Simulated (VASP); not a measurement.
# Tl2CuO4 (I4/mmm) in VASP: a series of runs, part 2 of 2

VASP 6.6.1. Earlier steps stand in the parts before.

## (3) Single point, PBE

This run uses another cell than the first one, of 13.38 Å³/atom.

Input file INCAR:

```
SYSTEM = Tl2CuO4
  PREC = Accurate
  ENCUT = 520
  EDIFF = 1E-6
  ISMEAR = -1
  SIGMA = 0.05
  LREAL = .False.
  LASPH = .True.
  NELM = 60
  ALGO = Normal
  ISIF = 2
  LWAVE = .False.
  LCHARG = .False.
  GGA = PE
  NBANDS = 40
```

Input file KPOINTS:

```
regular mesh
0
Gamma
  10 10 10
  0 0 0
```

Input file POSCAR:

```
Tl2CuO4
1.0
   -1.9799332538      1.9799332538      5.9731874234
    1.9799332538     -1.9799332538      5.9731874234
    1.9799332538      1.9799332538     -5.9731874234
Tl Cu O
2 1 4
Direct
    0.3493790000      0.3493790000      0.0000000000
    0.6506210000      0.6506210000      0.0000000000
    0.0000000000      0.0000000000      0.0000000000
    0.0000000000      0.5000000000      0.5000000000
    0.5000000000      0.0000000000      0.5000000000
    0.2500000000      0.7500000000      0.5000000000
    0.7500000000      0.2500000000      0.5000000000
```

Potentials or basis: VASP PAW PBE potentials, release 64 (Tl_d, Cu, O).

Command:

```bash
cat potpaw_PBE.64/Tl_d/POTCAR potpaw_PBE.64/Cu/POTCAR potpaw_PBE.64/O/POTCAR > POTCAR
mpirun -np 1 vasp_std > vasp.out
```

OUTCAR:

```text
SYSTEM = Tl2CuO4
   PREC = Accurate
   ENCUT = 520
   EDIFF = 1E-6
   ISMEAR = -1
   LREAL = .False.
   LASPH = .True.
   NELM = 60
   ISIF = 2
   GGA = PE

 ion  position               nearest neighbor table
   1  0.349  0.349  0.000-   6 2.31   7 2.31   6 2.31   7 2.31   4 2.68   5 2.68   4 2.68   5 2.68
                             3 3.33   3 3.33   3 3.33   3 3.33   2 3.60   2 3.67   2 3.67   2 3.67
   2  0.651  0.651  0.000-   6 2.31   7 2.31   6 2.31   7 2.31   4 2.68   5 2.68   5 2.68   4 2.68
                             3 3.33   3 3.33   3 3.33   3 3.33   1 3.60   1 3.67   1 3.67   1 3.67
   3  0.000  0.000  0.000-   4 1.98   5 1.98   4 1.98   5 1.98   2 3.33   2 3.33   2 3.33   1 3.33
                             2 3.33   1 3.33   1 3.33   1 3.33
   4  0.000  0.500  0.500-   3 1.98   3 1.98   2 2.68   2 2.68   1 2.68   1 2.68
   5  0.500  0.000  0.500-   3 1.98   3 1.98   2 2.68   2 2.68   1 2.68   1 2.68
   6  0.250  0.750  0.500-   1 2.31   2 2.31   1 2.31   2 2.31
   7  0.750  0.250  0.500-   1 2.31   2 2.31   1 2.31   2 2.31

  LATTYP: Found a body centered tetragonal cell.
 ALAT       =     3.9598665076
 C/A-ratio  =     3.0168630240

  Lattice vectors:

 A1 = (  -1.9799332538,   1.9799332538,   5.9731874234)
 A2 = (   1.9799332538,  -1.9799332538,   5.9731874234)
[... 196 lines left out ...]
      2     -12.4489      2.00000
      3     -11.7713      2.00000
      4     -11.5954      2.00000
      5      -5.4096      2.00000
      6      -5.4096      2.00000
[... 1021 lines left out ...]
     39      14.3226      0.00000
     40      14.6196      0.00000

 [... further k-points ...]

------------------------ aborting loop because EDIFF is reached ----------------------------------------

  FORCE on cell =-STRESS in cart. coord.  units (eV):
  Direction    XX          YY          ZZ          XY          YZ          ZX
  --------------------------------------------------------------------------------------
  -------------------------------------------------------------------------------------
  Total       -1.7563903     -1.7563903     -0.7077481      0.0000000     -0.0000000      0.0000000
  in kB      -30.0444589    -30.0444589    -12.1065965      0.0000000     -0.0000000      0.0000000
  external PRESSURE =     -24.0651714 kB  Pullay stress =       0.0000000 kB

 VOLUME and BASIS-vectors are now :
 -----------------------------------------------------------------------------
  energy-cutoff  :      520.00
  volume of cell :       93.66
      direct lattice vectors                 reciprocal lattice vectors
    -1.979933254  1.979933254  5.973187423     0.000000000  0.252533765  0.083707402
     1.979933254 -1.979933254  5.973187423     0.252533765  0.000000000  0.083707402
     1.979933254  1.979933254 -5.973187423     0.252533765  0.252533765  0.000000000

 POSITION                                       TOTAL-FORCE (eV/Angst)
 -----------------------------------------------------------------------------------
      0.00000      0.00000      4.17381        -0.000000     -0.000000     -0.159472
      0.00000      0.00000      7.77256        -0.000000     -0.000000      0.159472
      0.00000      0.00000      0.00000         0.000000      0.000000     -0.000000
      1.97993      0.00000      0.00000         0.000000      0.000000     -0.000000
      0.00000      1.97993      0.00000         0.000000      0.000000     -0.000000
      1.97993      0.00000      2.98659         0.000000      0.000000     -0.000000
      0.00000      1.97993      2.98659         0.000000      0.000000     -0.000000
 -----------------------------------------------------------------------------------
    total drift:                               -0.000000     -0.000000     -0.000000

  FREE ENERGIE OF THE ION-ELECTRON SYSTEM (eV)
  ---------------------------------------------------
  free  energy   TOTEN  =       -31.1560114146 eV

  energy  without entropy=      -31.1425198934  energy(sigma->0) =      -31.14926565
```

Wall time 25 min (1 thread of Intel Xeon 6975P-C (Granite Rapids), shared host); peak memory 0.58 GiB.

What came out:

```yaml
Free_energy: -31.1560 eV
Pressure: -2.4 GPa
Largest_force: 0.159 eV/Å
Band_gap_on_the_k_mesh: zero (an odd number of electrons rules out a gap without spin polarisation)
```

Forces on the atoms (eV/Å):
```
Tl   0.000  0.000 -0.159
Tl   0.000  0.000  0.159
Cu   0.000  0.000  0.000
O    0.000  0.000  0.000
O    0.000  0.000  0.000
O    0.000  0.000  0.000
O    0.000  0.000  0.000
```

Levels at points of the mesh, in eV from the Fermi level:
```tsv
k point	band 27	band 28	band 29	band 30	band 31	band 32	band 33	band 34	band 35	band 36
(0.00, 0.00, 0.00)	-1.43	-1.41	-1.27	-0.63	-0.49	-0.49	2.81	5.08	5.53	6.58
(0.50, 0.00, 0.00)	-1.48	-0.89	-0.60	-0.50	-0.31	2.29	2.29	5.64	5.70	8.53
(0.50, 0.50, 0.00)	-0.56	-0.19	-0.16	-0.13	1.06	2.05	3.01	5.67	5.71	7.57
(0.50, 0.50, 0.50)	-1.04	-1.04	-0.74	-0.74	-0.43	0.96	1.45	4.26	7.10	7.76
```

Caveat: spin-orbit coupling is left out, which moves the levels of the heavy elements; an odd number of electrons without spin polarisation forces a metal; a magnetic or distorted state may lie lower; semilocal functionals often make such compounds metallic where correlation or magnetic order opens a gap, which also shifts bond lengths. With open d or f shells a metallic result of PBE can be an artefact of self-interaction; +U or a hybrid may open a gap.

## (4) Single point, PBE

This run uses another cell than the first one, of 13.64 Å³/atom.

Input file INCAR:

```
SYSTEM = Tl2CuO4
PREC = Accurate ; ENCUT = 520
EDIFF = 1E-7 ; ISMEAR = -1
SIGMA = 0.05 ; LREAL = .FALSE.
LASPH = .TRUE. ; NELM = 60
ALGO = Normal ; ISIF = 2
LWAVE = .FALSE. ; LCHARG = .FALSE.
GGA = PE ; NBANDS = 40
```

Input file KPOINTS:

```
Automatic mesh
0
G
  10 10 10
  0 0 0
```

POSCAR: that of step 3 with these lines changed.

```diff
@@ -2,5 +2,5 @@
 1.0
-   -1.9799332538      1.9799332538      5.9731874234
-    1.9799332538     -1.9799332538      5.9731874234
-    1.9799332538      1.9799332538     -5.9731874234
+   -1.9927903235      1.9927903235      6.0119754416
+    1.9927903235     -1.9927903235      6.0119754416
+    1.9927903235      1.9927903235     -6.0119754416
 Tl Cu O
```

Potentials or basis: VASP PAW PBE potentials, release 64 (Tl_d, Cu, O).

Command:

```bash
cat potpaw_PBE.64/Tl_d/POTCAR potpaw_PBE.64/Cu/POTCAR potpaw_PBE.64/O/POTCAR > POTCAR
mpirun -np 1 vasp_std > vasp.out
```

OUTCAR:

```text
SYSTEM = Tl2CuO4
   PREC = Accurate
   ENCUT = 520
   EDIFF = 1E-7
   ISMEAR = -1
   LREAL = .FALSE.
   LASPH = .TRUE.
   NELM = 60
   ISIF = 2
   GGA = PE

 ion  position               nearest neighbor table
   1  0.349  0.349  0.000-   6 2.32   7 2.32   6 2.32   7 2.32   4 2.69   5 2.69   4 2.69   5 2.69
                             3 3.35   3 3.35   3 3.35   3 3.35   2 3.62   2 3.70   2 3.70   2 3.70
   2  0.651  0.651  0.000-   6 2.32   7 2.32   6 2.32   7 2.32   4 2.69   5 2.69   5 2.69   4 2.69
                             3 3.35   3 3.35   3 3.35   3 3.35   1 3.62   1 3.70   1 3.70   1 3.70
   3  0.000  0.000  0.000-   4 1.99   5 1.99   4 1.99   5 1.99   2 3.35   2 3.35   2 3.35   1 3.35
[... 1248 lines left out ...]
  in kB      -53.7870636    -53.7870636    -27.7651299      0.0000000      0.0000000      0.0000000
  external PRESSURE =     -45.1130857 kB  Pullay stress =       0.0000000 kB

 VOLUME and BASIS-vectors are now :
 -----------------------------------------------------------------------------
  energy-cutoff  :      520.00
  volume of cell :       95.50
      direct lattice vectors                 reciprocal lattice vectors
    -1.992790323  1.992790323  6.011975442     0.000000000  0.250904470  0.083167339
     1.992790323 -1.992790323  6.011975442     0.250904470  0.000000000  0.083167339
     1.992790323  1.992790323 -6.011975442     0.250904470  0.250904470  0.000000000

 POSITION                                       TOTAL-FORCE (eV/Angst)
 -----------------------------------------------------------------------------------
      0.00000      0.00000      4.20092         0.000000      0.000000     -0.242464
      0.00000      0.00000      7.82303         0.000000      0.000000      0.242464
      0.00000      0.00000      0.00000        -0.000000     -0.000000     -0.000000
      1.99279      0.00000      0.00000        -0.000000     -0.000000     -0.000000
      0.00000      1.99279      0.00000        -0.000000     -0.000000     -0.000000
      1.99279     -0.00000      3.00599        -0.000000     -0.000000     -0.000000
     -0.00000      1.99279      3.00599        -0.000000     -0.000000     -0.000000
 -----------------------------------------------------------------------------------
    total drift:                               -0.000000     -0.000000     -0.000000

  FREE ENERGIE OF THE ION-ELECTRON SYSTEM (eV)
  ---------------------------------------------------
  free  energy   TOTEN  =       -31.1188493813 eV

  energy  without entropy=      -31.1047622711  energy(sigma->0) =      -31.11180583
```

OSZICAR:

```text
N       E                     dE             d eps       ncg     rms          rms(c)
DAV:   1     0.592156498743E+03    0.59216E+03   -0.30861E+04  8208   0.174E+03
DAV:   2     0.199156463780E+02   -0.57224E+03   -0.52832E+03  8992   0.443E+02
DAV:   3    -0.415080120438E+02   -0.61424E+02   -0.58783E+02 10024   0.139E+02
DAV:   4    -0.436340038002E+02   -0.21260E+01   -0.21153E+01  9200   0.271E+01
[... 33 lines left out ...]
DAV:  38    -0.311188513371E+02    0.37728E-05   -0.15896E-05 11784   0.383E-02    0.720E-03
DAV:  39    -0.311188513070E+02    0.30048E-07   -0.16712E-06 11184   0.194E-02    0.701E-03
DAV:  40    -0.311188499445E+02    0.13625E-05   -0.20850E-06 11904   0.297E-02    0.549E-03
DAV:  41    -0.311188494327E+02    0.51183E-06   -0.75143E-07  9096   0.904E-03    0.225E-03
DAV:  42    -0.311188493813E+02    0.51431E-07   -0.19543E-07  5584   0.286E-03
   1 F= -.31118849E+02 E0= -.31111806E+02  d E =-.140871E-01
```

Wall time 22 min (1 thread of Intel Xeon 6975P-C (Granite Rapids), shared host); peak memory 0.58 GiB.

What came out:

- Free energy: -31.1188 eV
- Pressure: -4.5 GPa
- Largest force: 0.242 eV/Å
- Band gap on the k mesh: zero (an odd number of electrons rules out a gap without spin polarisation)

Forces in eV/Å, atoms in the order of the input:
```
Tl   0.000  0.000 -0.242
Tl   0.000  0.000  0.242
Cu   0.000  0.000  0.000
O    0.000  0.000  0.000
O    0.000  0.000  0.000
O    0.000  0.000  0.000
O    0.000  0.000  0.000
```

Caveat: the cell stands under tension; spin-orbit coupling is left out, which moves the levels of the heavy elements; an odd number of electrons without spin polarisation forces a metal; a magnetic or distorted state may lie lower; semilocal functionals often make such compounds metallic where correlation or magnetic order opens a gap, which also shifts bond lengths.

## (5) Overview

```tsv
cell	gap on the mesh (eV)	pressure (GPa)	largest force (eV/Å)
a = 6.554 Å, angles 145.1, 145.1, 50.2°, 7 atoms	none	0.1	0.07
a = 6.597 Å, angles 145.1, 145.1, 50.2°, 7 atoms	none	-2.4	0.16
a = 6.640 Å, angles 145.1, 145.1, 50.2°, 7 atoms	none	-4.5	0.24
```

Alike in all rows: task single point; level PBE; potentials or basis VASP PAW PBE potentials, release 64 (Tl_d, Cu, O); no spin polarisation; k mesh 10 × 10 × 10; cutoff (eV) 520; smearing fermi-dirac 0.05 eV.

Caveats: spin-orbit coupling is left out, which moves the levels of the heavy elements; an odd number of electrons without spin polarisation forces a metal; a magnetic or distorted state may lie lower; semilocal functionals often make such compounds metallic where correlation or magnetic order opens a gap, which also shifts bond lengths; the cell stands under tension (at least some runs).

Total energies depend on the potentials used, so only differences within one code and one set of settings carry meaning.
